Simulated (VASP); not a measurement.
# V (Im-3m) in VASP: a series of runs

The runs below take V through single point, with LDA.

Program: VASP 6.6.1. These are calculated values, not measurements. Logs are shortened: lines on timing, memory, paths and dates and some standing lists are left out, and cuts for length are marked.

## 1. The cell of the first run

Symmetry: Im-3m, No. 229, cubic system. Conventional cell: a = 3.003 Å, b = 3.003 Å, c = 3.003 Å, α = 90.00°, β = 90.00°, γ = 90.00°. Within 3.4 Å of V (site symmetry m-3m) lie 14 V at 2.60 to 3.00 Å.

## 2. Single point, LDA (volume scaled by 1.08)

File INCAR:

```
  PREC = Accurate
  ENCUT = 520
  EDIFF = 1E-6
  ISMEAR = -1
  SIGMA = 0.1
  LREAL = False
  LASPH = True
  NELM = 100
  ALGO = Normal
  ISIF = 2
  LWAVE = False
  LCHARG = False
  NBANDS = 12
```

File KPOINTS:

```
Automatic mesh
0
Gamma
  25 25 25
```

File POSCAR:

```
V
1.0
   -1.5016851785      1.5016851785      1.5016851785
    1.5016851785     -1.5016851785      1.5016851785
    1.5016851785      1.5016851785     -1.5016851785
V
1
Direct
    0.0000000000      0.0000000000      0.0000000000
```

Potentials or basis: VASP PAW LDA potentials, release 64 (V_sv).

Started as:

```bash
cat potpaw_LDA.64/V_sv/POTCAR > POTCAR
mpirun -np 1 vasp_std > vasp.out
```

OUTCAR:

```text
PREC = Accurate
   ENCUT = 520
   EDIFF = 1E-6
   ISMEAR = -1
   LREAL = False
   LASPH = True
   NELM = 100
   ISIF = 2

 ion  position               nearest neighbor table
   1  0.000  0.000  0.000-

  LATTYP: Found a body centered cubic cell.
 ALAT       =     3.0033703570

  Lattice vectors:

 A1 = (  -1.5016851785,   1.5016851785,   1.5016851785)
 A2 = (   1.5016851785,  -1.5016851785,   1.5016851785)
 A3 = (   1.5016851785,   1.5016851785,  -1.5016851785)

Analysis of symmetry for initial positions (statically):
=====================================================================
 Subroutine PRICEL returns:
 Original cell was already a primitive cell.

 Routine SETGRP: Setting up the symmetry group for a
 body centered cubic supercell.

 Subroutine GETGRP returns: Found 48 space group operations
 (whereof 48 operations were pure point group operations)
 out of a pool of 48 trial point group operations.

The static configuration has the point symmetry O_h .

Analysis of symmetry for dynamics (positions and initial velocities):
=====================================================================
 Subroutine PRICEL returns:
 Original cell was already a primitive cell.

 Routine SETGRP: Setting up the symmetry group for a
 body centered cubic supercell.

 Subroutine GETGRP returns: Found 48 space group operations
 (whereof 48 operations were pure point group operations)
 out of a pool of 48 trial point group operations.

The dynamic configuration has the point symmetry O_h .

 Subroutine INISYM returns: Found 48 space group operations
 (whereof 48 operations are pure point group operations),
 and found     1 'primitive' translations

----------------------------------------------------------------------------------------

                                     Primitive cell

  volume of cell :      13.5456

  direct lattice vectors                    reciprocal lattice vectors
    -1.501685179  1.501685179  1.501685179     0.000000000  0.332959269  0.332959269
     1.501685179 -1.501685179  1.501685179     0.332959269  0.000000000  0.332959269
     1.501685179  1.501685179 -1.501685179     0.332959269  0.332959269  0.000000000

  length of vectors
     2.600995026  2.600995026  2.600995026     0.470875515  0.470875515  0.470875515

  position of ions in fractional coordinates (direct lattice)
     0.000000000  0.000000000  0.000000000

  ion indices of the primitive-cell ions
   primitive index   ion index
                 1           1

----------------------------------------------------------------------------------------

 KPOINTS: Automatic mesh

Automatic generation of k-mesh.
 Grid dimensions read from file:
 generate k-points for:   25   25   25

 Generating k-lattice:

  Cartesian coordinates                     Fractional coordinates (reciprocal lattice)
     0.000000000  0.013318371  0.013318371     0.040000000  0.000000000  0.000000000
     0.013318371  0.000000000  0.013318371     0.000000000  0.040000000  0.000000000
     0.013318371  0.013318371  0.000000000     0.000000000  0.000000000  0.040000000

  Length of vectors
     0.018835021  0.018835021  0.018835021

  Shift w.r.t. Gamma in fractional coordinates (k-lattice)
     0.000000000  0.000000000  0.000000000

 Subroutine IBZKPT returns following result:
 ===========================================

 Found    455 irreducible k-points:

 Following reciprocal coordinates:
            Coordinates               Weight
  0.000000  0.000000  0.000000      1.000000
  0.040000  0.000000  0.000000     12.000000
  0.080000  0.000000  0.000000     12.000000
  0.120000  0.000000  0.000000     12.000000
  0.160000  0.000000  0.000000     12.000000
  0.200000  0.000000  0.000000     12.000000
[... 16 lines left out ...]
  0.400000  0.040000  0.000000     48.000000
  0.440000  0.040000  0.000000     48.000000
 [... further k-points ...]
   k-points           NKPTS =    455   k-points in BZ     NKDIM =    455   number of bands    NBANDS=     12
   number of dos      NEDOS =    301   number of ions     NIONS =      1
   total plane-waves  NPLWV =   8000
   dimension x,y,z NGX =    20 NGY =   20 NGZ =   20
   dimension x,y,z NGXF=    40 NGYF=   40 NGZF=   40
   ions per type =               1
   NGX,Y,Z   is equivalent  to a cutoff of  12.78, 12.78, 12.78 a.u.
   NGXF,Y,Z  is equivalent  to a cutoff of  25.57, 25.57, 25.57 a.u.
 SYSTEM =  unknown system
   PREC   = accura    normal or accurate (medium, high low for compatibility)
   ISTART =      0    job   : 0-new  1-cont  2-samecut
   ICHARG =      2    charge: 1-file 2-atom 10-const
   ISPIN  =      1    spin polarized calculation?
   LNONCOLLINEAR =      F non collinear calculations
   LSORBIT =      F    spin-orbit coupling
   LASPH  =      T    aspherical Exc in radial PAW
   ENCUT  =  520.0 eV  38.22 Ry    6.18 a.u.   4.84  4.84  4.84*2*pi/ulx,y,z
   NELM   =    100;   NELMIN=  2; NELMDL= -5     # of ELM steps
   EDIFF  = 0.1E-05   stopping-criterion for ELM
   LREAL  =      F    real-space projection
   EDIFFG = 0.1E-04   stopping-criterion for IOM
   NSW    =      0    number of steps for IOM
   IBRION =     -1    ionic relax: 0-MD 1-quasi-New 2-CG
   NFREE  =      0    steps in history (QN), initial steepest desc. (CG)
   ISIF   =      2    stress and relaxation
   ISYM   =      2    0-nonsym 1-usesym 2-fastsym
   POTIM  = 0.5000    time-step for ionic-motion
   TEBEG  =    0.0;   TEEND  =   0.0 temperature during run
   PSTRESS=    0.0 pullay stress
   NELECT =      13.0000    total number of electrons
   NUPDOWN=      -1.0000    fix difference up-down
   EMIN   =  10.00;   EMAX   =-10.00  energy-range for DOS
   EFERMI =   0.00;   METHOD = LEGACY
   ISMEAR =    -1;   SIGMA  =   0.10  broadening in eV -4-tet -1-fermi 0-gaus
   EFERMI_NEDOS =   21; number of points for ismear=-14 and -15
   IALGO  =     38    algorithm
   IMIX   =      4    mixing-type and parameters
     AMIX     =   0.40;   BMIX     =  1.00
     AMIX_MAG =   1.60;   BMIX_MAG =  1.00
  volume/ion in A,a.u.               =      13.55        91.41
  Fermi-wavevector in a.u.,A,eV,Ry     =   1.614819  3.051565 35.479081  2.607639
  Thomas-Fermi vector in A             =   2.709666
   LORBIT       =      0    0 simple, 1 ext, 2 COOP (PROOUT), +10 PAW based schemes
   GGA     = CA    functional components
   LHFCALC =     F    Hartree Fock is set to
   AEXX    =    0.0000 exact exchange contribution
   IVDW    =     0    specifies the selected vdW correction
   LEPSILON=     F    determine dielectric tensor
   LRPA    =     F    only Hartree local field effects (RPA)
 non-spin polarized calculation
  energy-cutoff  :      520.00
  volume of cell :       13.55
 maximum number of plane-waves:       374
   NGX =  9   NGY =  9   NGZ =  9

 number of electron      12.9999990 magnetization

 Free energy of the ion-electron system (eV)
  ---------------------------------------------------
  ext. energy  EPLUGINS =         0.00000000
  ---------------------------------------------------
  free energy    TOTEN  =        -9.93391969 eV

  energy without entropy =       -9.87658500  energy(sigma->0) =       -9.90525235

 E-fermi :   9.4329     XC(G=0): -13.1947

 val. band max:        9.4273866905   @ k =  -0.3600   0.4000   0.1600
 cond. band min:       9.4340575476   @ k =  -0.3200   0.3200   0.0400
 fundamental gap:      0.0066708571
 Fermi energy:         9.4329039446

 k-point     1 :       0.0000    0.0000    0.0000
  band No.  band energies     occupation
      1     -53.5463      2.00000
      2     -27.2595      2.00000
      3     -27.2595      2.00000
      4     -27.2595      2.00000
      5       2.9093      2.00000
      6       9.8035      0.04800
      7       9.8035      0.04800
      8       9.8035      0.04800
      9      11.7823      0.00000
     10      11.7823      0.00000
     11      29.9144      0.00000
     12      29.9144      0.00000

 k-point     2 :       0.0400    0.0000    0.0000
  band No.  band energies     occupation
      1     -53.5431      2.00000
      2     -27.2745      2.00000
      3     -27.2641      2.00000
      4     -27.2596      2.00000
      5       2.9742      2.00000
      6       9.7758      0.06280
      7       9.7984      0.05041
      8       9.8497      0.03049
      9      11.7495      0.00000
     10      11.7840      0.00000
     11      29.8014      0.00000
     12      29.9083      0.00000

 k-point     3 :       0.0800    0.0000    0.0000
  band No.  band energies     occupation
      1     -53.5339      2.00000
      2     -27.3184      2.00000
      3     -27.2775      2.00000
      4     -27.2599      2.00000
      5       3.1660      2.00000
      6       9.6954      0.13505
      7       9.7786      0.06113
      8       9.9871      0.00781
      9      11.6629      0.00000
     10      11.7896      0.00000
     11      29.4590      0.00000
     12      29.8627      0.00000
[... 286 lines left out ...]
 k-point    23 :       0.4000    0.0400    0.0000
  band No.  band energies     occupation
      1     -53.3540      2.00000
      2     -28.1135      2.00000
      3     -27.5308      2.00000
      4     -27.2719      2.00000
      5       6.2826      2.00000
      6       8.3652      1.99995
      7      10.4011      0.00012
      8      11.7680      0.00000
      9      12.1553      0.00000
     10      13.3046      0.00000
     11      20.4680      0.00000
     12      25.5891      0.00000

 k-point    24 :       0.4400    0.0400    0.0000
  band No.  band energies     occupation
      1     -53.3445      2.00000
      2     -28.1532      2.00000
      3     -27.5441      2.00000
      4     -27.2722      2.00000
      5       6.2975      2.00000
      6       8.3038      1.99998
      7      10.7891      0.00000
      8      11.7830      0.00000
      9      12.2145      0.00000
     10      13.5409      0.00000
     11      19.7774      0.00000
     12      25.3554      0.00000

 [... further k-points ...]

------------------------ aborting loop because EDIFF is reached ----------------------------------------

  FORCE on cell =-STRESS in cart. coord.  units (eV):
  Direction    XX          YY          ZZ          XY          YZ          ZX
  --------------------------------------------------------------------------------------
  -------------------------------------------------------------------------------------
  Total       -1.1396262     -1.1396262     -1.1396262     -0.0000000      0.0000000     -0.0000000
  in kB     -134.7957869   -134.7957869   -134.7957869     -0.0000000      0.0000000     -0.0000000
  external PRESSURE =    -134.7957869 kB  Pullay stress =       0.0000000 kB

 VOLUME and BASIS-vectors are now :
 -----------------------------------------------------------------------------
  energy-cutoff  :      520.00
  volume of cell :       13.55
      direct lattice vectors                 reciprocal lattice vectors
    -1.501685179  1.501685179  1.501685179     0.000000000  0.332959269  0.332959269
     1.501685179 -1.501685179  1.501685179     0.332959269  0.000000000  0.332959269
     1.501685179  1.501685179 -1.501685179     0.332959269  0.332959269  0.000000000

 POSITION                                       TOTAL-FORCE (eV/Angst)
 -----------------------------------------------------------------------------------
      0.00000      0.00000      0.00000         0.000000      0.000000     -0.000000
 -----------------------------------------------------------------------------------
    total drift:                                0.000000     -0.000000      0.000000

  FREE ENERGIE OF THE ION-ELECTRON SYSTEM (eV)
  ---------------------------------------------------
  free  energy   TOTEN  =        -9.9339196916 eV

  energy  without entropy=       -9.8765850010  energy(sigma->0) =       -9.90525235
```

Run time: 27 s. Hardware: 1 thread of AMD EPYC 9R45 (Zen 5), shared host; peak memory 0.14 GiB.

Results:

```
Free energy : -9.9339 eV
Pressure    : -13.5 GPa
```

(Part 1 of 2 ends here.)
